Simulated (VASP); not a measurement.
# SnO (Pmn2_1) in VASP: notebook, part 2 of 2

VASP 6.6.1. The steps go on from the part before.

**5. Single point, r2SCAN (strain -0.0250 x Voigt [1, 0, 0, 0, 0, 0])**

Contents of POSCAR:

```
SnO
1.0
    3.2711298750      0.0000000000      0.0000000000
    0.0000000000      5.6741040000      0.0000000000
    0.0000000000      0.0000000000      4.2219700000
Sn O
2 2
Direct
    0.0000000000      0.2319090000      0.5131440000
    0.5000000000      0.7680910000      0.0131440000
    0.0000000000      0.8912500000      0.7368570000
    0.5000000000      0.1087500000      0.2368570000
```

Contents of INCAR.step1:

```
SYSTEM = SnO
PREC = Accurate ; ENCUT = 520
ISMEAR = 0 ; SIGMA = 0.05
LREAL = .False. ; LASPH = .True.
NELM = 80 ; NBANDS = 28
GGA = PE ; ALGO = Normal
EDIFF = 1E-4 ; LWAVE = .True.
LCHARG = .False.
```

Contents of INCAR.step2:

```
SYSTEM = SnO
PREC = Accurate ; ENCUT = 520
EDIFF = 1E-6 ; ISMEAR = 0
SIGMA = 0.05 ; LREAL = .False.
LASPH = .True. ; NELM = 80
ALGO = Normal ; ISIF = 2
LWAVE = .False. ; LCHARG = .False.
METAGGA = R2SCAN ; LMIXTAU = .True.
NBANDS = 28 ; ISTART = 1
```

Contents of KPOINTS:

```
Automatic mesh
0
Gamma
  8 6 6
  0 0 0
```

Potentials or basis: VASP PAW PBE potentials, release 64 (Sn_d, O).

Started as:

```sh
> cat potpaw_PBE.64/Sn_d/POTCAR potpaw_PBE.64/O/POTCAR > POTCAR
> cp INCAR.step1 INCAR
> mpirun -np 1 vasp_std > vasp.out
> cp INCAR.step2 INCAR
> mpirun -np 1 vasp_std > vasp.out
```

OUTCAR:

```text
SYSTEM = SnO
   PREC = Accurate
   ENCUT = 520
   EDIFF = 1E-6
   ISMEAR = 0
   LREAL = .False.
   LASPH = .True.
   NELM = 80
   ISIF = 2
   METAGGA = R2SCAN
   ISTART = 1

 ion  position               nearest neighbor table
   1  0.000  0.232  0.513-   4 2.13   4 2.13   3 2.15   2 3.75   2 3.75   2 3.75   2 3.75
   2  0.500  0.768  0.013-   3 2.13   3 2.13   4 2.15   1 3.75   1 3.75   1 3.75   1 3.75
   3  0.000  0.891  0.737-   2 2.13   2 2.13   1 2.15
   4  0.500  0.109  0.237-   1 2.13   1 2.13   2 2.15

  LATTYP: Found a simple orthorhombic cell.
 ALAT       =     3.2711298750
 B/A-ratio  =     1.2906763600
 C/A-ratio  =     1.7346006477

  Lattice vectors:

 A1 = (  -3.2711298750,   0.0000000000,   0.0000000000)
 A2 = (   0.0000000000,   0.0000000000,   4.2219700000)
 A3 = (   0.0000000000,   5.6741040000,   0.0000000000)

Analysis of symmetry for initial positions (statically):
=====================================================================
 Subroutine PRICEL returns:
 Original cell was already a primitive cell.

 Routine SETGRP: Setting up the symmetry group for a
 simple orthorhombic supercell.

 Subroutine GETGRP returns: Found  4 space group operations
 (whereof  2 operations were pure point group operations)
 out of a pool of  8 trial point group operations.

The static configuration has the point symmetry C_1h.
 The point group associated with its full space group is C_2v.

Analysis of symmetry for dynamics (positions and initial velocities):
=====================================================================
 Subroutine PRICEL returns:
 Original cell was already a primitive cell.

 Routine SETGRP: Setting up the symmetry group for a
 simple orthorhombic supercell.

 Subroutine GETGRP returns: Found  4 space group operations
 (whereof  2 operations were pure point group operations)
 out of a pool of  8 trial point group operations.

The dynamic configuration has the point symmetry C_1h.
 The point group associated with its full space group is C_2v.

 Subroutine INISYM returns: Found  4 space group operations
 (whereof  2 operations are pure point group operations),
 and found     1 'primitive' translations

----------------------------------------------------------------------------------------

                                     Primitive cell

  volume of cell :      78.3628

  direct lattice vectors                    reciprocal lattice vectors
     3.271129875  0.000000000  0.000000000     0.305704768  0.000000000  0.000000000
     0.000000000  5.674104000  0.000000000     0.000000000  0.176239279  0.000000000
     0.000000000  0.000000000  4.221970000     0.000000000  0.000000000  0.236856254

  length of vectors
     3.271129875  5.674104000  4.221970000     0.305704768  0.176239279  0.236856254

  position of ions in fractional coordinates (direct lattice)
     0.000000000  0.231909000  0.513144000
     0.500000000  0.768091000  0.013144000
     0.000000000  0.891250000  0.736857000
     0.500000000  0.108750000  0.236857000

  ion indices of the primitive-cell ions
   primitive index   ion index
                 1           1
                 2           2
                 3           3
                 4           4

----------------------------------------------------------------------------------------

 KPOINTS: Automatic mesh

Automatic generation of k-mesh.
 Grid dimensions read from file:
 generate k-points for:    8    6    6

 Generating k-lattice:

  Cartesian coordinates                     Fractional coordinates (reciprocal lattice)
     0.038213096  0.000000000  0.000000000     0.125000000  0.000000000  0.000000000
     0.000000000  0.029373213  0.000000000     0.000000000  0.166666667  0.000000000
     0.000000000  0.000000000  0.039476042     0.000000000  0.000000000  0.166666667

  Length of vectors
     0.038213096  0.029373213  0.039476042

  Shift w.r.t. Gamma in fractional coordinates (k-lattice)
     0.000000000  0.000000000  0.000000000

 Subroutine IBZKPT returns following result:
 ===========================================

 Found     80 irreducible k-points:

 Following reciprocal coordinates:
            Coordinates               Weight
  0.000000  0.000000  0.000000      1.000000
  0.125000  0.000000  0.000000      2.000000
  0.250000  0.000000  0.000000      2.000000
  0.375000  0.000000  0.000000      2.000000
  0.500000  0.000000  0.000000      1.000000
  0.000000  0.166667  0.000000      2.000000
[... 16 lines left out ...]
  0.250000  0.000000  0.166667      4.000000
  0.375000  0.000000  0.166667      4.000000
 [... further k-points ...]
   k-points           NKPTS =     80   k-points in BZ     NKDIM =     80   number of bands    NBANDS=     28
   number of dos      NEDOS =    301   number of ions     NIONS =      4
   total plane-waves  NPLWV =  32256
   dimension x,y,z NGX =    24 NGY =   42 NGZ =   32
   dimension x,y,z NGXF=    48 NGYF=   84 NGZF=   64
   ions per type =               2   2
   NGX,Y,Z   is equivalent  to a cutoff of  12.20, 12.31, 12.60 a.u.
   NGXF,Y,Z  is equivalent  to a cutoff of  24.39, 24.61, 25.20 a.u.
 SYSTEM =  SnO
   PREC   = accura    normal or accurate (medium, high low for compatibility)
   ISTART =      1    job   : 0-new  1-cont  2-samecut
   ICHARG =      0    charge: 1-file 2-atom 10-const
   ISPIN  =      1    spin polarized calculation?
   LNONCOLLINEAR =      F non collinear calculations
   LSORBIT =      F    spin-orbit coupling
   LASPH  =      T    aspherical Exc in radial PAW
   ENCUT  =  520.0 eV  38.22 Ry    6.18 a.u.   6.08 10.55  7.85*2*pi/ulx,y,z
   NELM   =     80;   NELMIN=  2; NELMDL=  0     # of ELM steps
   EDIFF  = 0.1E-05   stopping-criterion for ELM
   LREAL  =      F    real-space projection
[... 7 lines left out ...]
   TEBEG  =    0.0;   TEEND  =   0.0 temperature during run
   PSTRESS=    0.0 pullay stress
   NELECT =      40.0000    total number of electrons
   NUPDOWN=      -1.0000    fix difference up-down
   EMIN   =  10.00;   EMAX   =-10.00  energy-range for DOS
   EFERMI =   0.00;   METHOD = LEGACY
   ISMEAR =     0;   SIGMA  =   0.05  broadening in eV -4-tet -1-fermi 0-gaus
   EFERMI_NEDOS =   21; number of points for ismear=-14 and -15
   IALGO  =     38    algorithm
   IMIX   =      4    mixing-type and parameters
     AMIX     =   0.40;   BMIX     =  1.00
     AMIX_MAG =   1.60;   BMIX_MAG =  1.00
  volume/ion in A,a.u.               =      19.59       132.20
  Fermi-wavevector in a.u.,A,eV,Ry     =   1.308352  2.472428 23.290264  1.711786
  Thomas-Fermi vector in A             =   2.439025
   LORBIT       =      0    0 simple, 1 ext, 2 COOP (PROOUT), +10 PAW based schemes
   METAGGA = R2SCAN    functional components
   LHFCALC =     F    Hartree Fock is set to
   AEXX    =    0.0000 exact exchange contribution
   IVDW    =     0    specifies the selected vdW correction
   LEPSILON=     F    determine dielectric tensor
   LRPA    =     F    only Hartree local field effects (RPA)
 non-spin polarized calculation
 Gauss-broadening in eV      SIGMA  =   0.05
  energy-cutoff  :      520.00
  volume of cell :       78.36
 maximum number of plane-waves:      2144
   NGX = 13   NGY = 21   NGZ = 15

 number of electron      39.9999986 magnetization

 Free energy of the ion-electron system (eV)
  ---------------------------------------------------
  ext. energy  EPLUGINS =         0.00000000
  ---------------------------------------------------
  free energy    TOTEN  =       -66.57503228 eV

  energy without entropy =      -66.57503228  energy(sigma->0) =      -66.57503228

 E-fermi :   5.0654     XC(G=0): -10.2632

 val. band max:        4.8407395959   @ k =   0.1250   0.0000   0.0000
 cond. band min:       6.5719528409   @ k =   0.3750   0.5000   0.0000
 fundamental gap:      1.7312132450
 Fermi energy:         5.0654035634

 k-point     1 :       0.0000    0.0000    0.0000
  band No.  band energies     occupation
      1     -17.1426      2.00000
      2     -16.6827      2.00000
      3     -16.5255      2.00000
      4     -16.5114      2.00000
      5     -16.4815      2.00000
      6     -16.4304      2.00000
[... 20 lines left out ...]
     27      14.4059      0.00000
     28      14.9423      0.00000
[... 683 lines left out ...]
 k-point    24 :       0.3750    0.0000    0.1667
  band No.  band energies     occupation
      1     -17.1352      2.00000
      2     -17.0273      2.00000
      3     -16.5184      2.00000
      4     -16.5071      2.00000
      5     -16.4526      2.00000
      6     -16.4489      2.00000
[... 20 lines left out ...]
     27      14.6371      0.00000
     28      15.7157      0.00000

 [... further k-points ...]
[... 5 lines left out ...]
  --------------------------------------------------------------------------------------
  -------------------------------------------------------------------------------------
  Total        0.3181496     -0.4289472     -0.3407703      0.0000000      0.0000000      0.0000000
  in kB        6.5047660     -8.7700939     -6.9672617      0.0000000      0.0000000      0.0000000
  external PRESSURE =      -3.0775299 kB  Pullay stress =       0.0000000 kB

 VOLUME and BASIS-vectors are now :
 -----------------------------------------------------------------------------
  energy-cutoff  :      520.00
  volume of cell :       78.36
      direct lattice vectors                 reciprocal lattice vectors
     3.271129875  0.000000000  0.000000000     0.305704768  0.000000000  0.000000000
     0.000000000  5.674104000  0.000000000     0.000000000  0.176239279  0.000000000
     0.000000000  0.000000000  4.221970000     0.000000000  0.000000000  0.236856254

 POSITION                                       TOTAL-FORCE (eV/Angst)
 -----------------------------------------------------------------------------------
      0.00000      1.31588      2.16648         0.000000     -0.219230      0.024377
      1.63556      4.35823      0.05549         0.000000      0.219230      0.024377
      0.00000      5.05705      3.11099         0.000000      0.249774     -0.024377
      1.63556      0.61706      1.00000         0.000000     -0.249774     -0.024377
 -----------------------------------------------------------------------------------
    total drift:                                0.000000      0.000000     -0.005047

  FREE ENERGIE OF THE ION-ELECTRON SYSTEM (eV)
  ---------------------------------------------------
  free  energy   TOTEN  =       -66.5750322753 eV

  energy  without entropy=      -66.5750322753  energy(sigma->0) =      -66.57503228
```

Wall time 2.8 min (1 thread of Intel Xeon 6975P-C (Granite Rapids), shared host); peak memory 0.27 GiB.

What came out:

* Free energy: -66.5750 eV
* Pressure: -0.3 GPa
* Largest force: 0.251 eV/Å
* Band gap on the k mesh: 1.73 eV (least direct gap 2.27 eV)

Forces in eV/Å, atoms in the order of the input:
```
Sn   0.000 -0.219  0.024
Sn   0.000  0.219  0.024
O    0.000  0.250 -0.024
O    0.000 -0.250 -0.024
```

Levels at points of the mesh, in eV from the valence-band top:
```tsv
k point	band 17	band 18	band 19	band 20	band 21	band 22	band 23	band 24
(0.00, 0.00, 0.00)	-3.80	-2.82	-2.30	-0.02	3.13	3.71	6.51	6.52
(0.50, 0.00, 0.00)	-2.84	-2.84	-1.15	-1.15	2.89	2.89	6.09	6.09
(0.00, 0.50, 0.00)	-3.94	-2.84	-1.75	-1.50	3.67	4.43	5.29	5.97
(0.50, 0.50, 0.00)	-2.90	-2.90	-0.81	-0.81	2.23	2.23	6.88	6.88
(0.00, 0.00, 0.50)	-3.36	-3.36	-1.79	-1.79	3.28	3.28	5.76	5.76
(0.50, 0.00, 0.50)	-3.31	-3.31	-1.00	-1.00	2.43	2.43	5.14	5.14
(0.00, 0.50, 0.50)	-3.11	-3.11	-1.58	-1.58	2.33	2.33	6.71	6.71
(0.50, 0.50, 0.50)	-3.58	-3.58	-0.38	-0.38	2.76	2.76	4.68	4.68
```

Caveat: the cell differs from its parent crystal (strain -0.0250 x Voigt [1, 0, 0, 0, 0, 0]); the PAW data sets were made with another functional, which shifts forces and pressure a little; spin-orbit coupling is left out, which moves the levels of the heavy elements.

**6. Overview**

```csv
cell,gap on the mesh (eV),pressure (GPa),largest force (eV/Å)
"a = 3.020, b = 5.674, c = 4.222 Å, 4 atoms",1.75,10.0,1.22
"a = 3.103, b = 5.674, c = 4.222 Å, 4 atoms",1.73,5.9,0.74
"a = 3.187, b = 5.674, c = 4.222 Å, 4 atoms",1.73,2.5,0.43
"a = 3.271, b = 5.674, c = 4.222 Å, 4 atoms",1.73,-0.3,0.25
```

Alike in all rows: task single point; level r2SCAN; potentials or basis VASP PAW PBE potentials, release 64 (Sn_d, O); no spin polarisation; k mesh 8 × 6 × 6; cutoff (eV) 520; smearing gaussian 0.05 eV.

Caveats: the PAW data sets were made with another functional, which shifts forces and pressure a little; spin-orbit coupling is left out, which moves the levels of the heavy elements; the stress differs along the axes, from 3 to 20 GPa (at least some runs); the stress differs along the axes, from 2 to 12 GPa (at least some runs); the stress differs along the axes, from 0 to 6 GPa (at least some runs).

Total energies depend on the potentials used, so only differences within one code and one set of settings carry meaning.
